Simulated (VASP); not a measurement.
**Hf2Si: single point with PBEsol**

The system is Hf2Si.

```
CELL_PARAMETERS angstrom
-3.27535 3.27535 2.58282
3.27535 -3.27535 2.58282
3.27535 3.27535 -2.58282
ATOMIC_POSITIONS crystal
Hf 0.84351 0.65649 0.50000
Hf 0.34351 0.84351 0.18703
Hf 0.15649 0.34351 0.50000
Hf 0.65649 0.15649 0.81297
Si 0.75000 0.75000 0.00000
Si 0.25000 0.25000 0.00000
```

| Quantity | Value |
| --- | --- |
| Program | VASP 6.6.1 |
| Task | single point |
| Functional | PBEsol |
| Potentials or basis | VASP PAW PBE potentials, release 64 (Hf_pv, Si) |
| Cutoff | 520 eV |
| k mesh | 10 × 10 × 10 |
| Occupations | gaussian, width 0.1 eV |
| Spin | no spin polarisation |

```yaml
Pressure: -2.6 GPa
Largest_force: 0.035 eV/Å
Band_gap_on_the_k_mesh: zero (bands 24 and 25 overlap by 0.79 eV)
```

Forces on the atoms (eV/Å):
```
Hf   0.024 -0.024  0.000
Hf  -0.024 -0.024  0.000
Hf  -0.024  0.024  0.000
Hf   0.024  0.024  0.000
Si   0.000  0.000  0.000
Si   0.000  0.000  0.000
```

Stress tensor (GPa, compression positive):
```
-2.66  0.00  0.00
 0.00 -2.66  0.00
 0.00  0.00 -2.46
```

Levels at points of the mesh, in eV from the Fermi level:
```tsv
k point	band 22	band 23	band 24	band 25	band 26	band 27
(0.00, 0.00, 0.00)	-1.27	-0.99	-0.91	2.01	2.06	2.08
(0.50, 0.00, 0.00)	-0.73	-0.52	-0.52	0.19	0.19	1.97
(0.50, 0.50, 0.00)	-1.08	-0.65	-0.44	1.30	1.34	1.66
(0.50, 0.50, 0.50)	-0.45	0.01	0.32	0.36	0.36	1.33
```

Wall time 8 min on 1 thread of Intel(R) Xeon(R) 6975P-C (Granite Rapids), with other jobs on the host, peak memory 0.44 GiB.

Caveat: the PAW data sets were made with another functional, which shifts forces and pressure a little; spin-orbit coupling is left out, which moves the levels of the heavy elements.
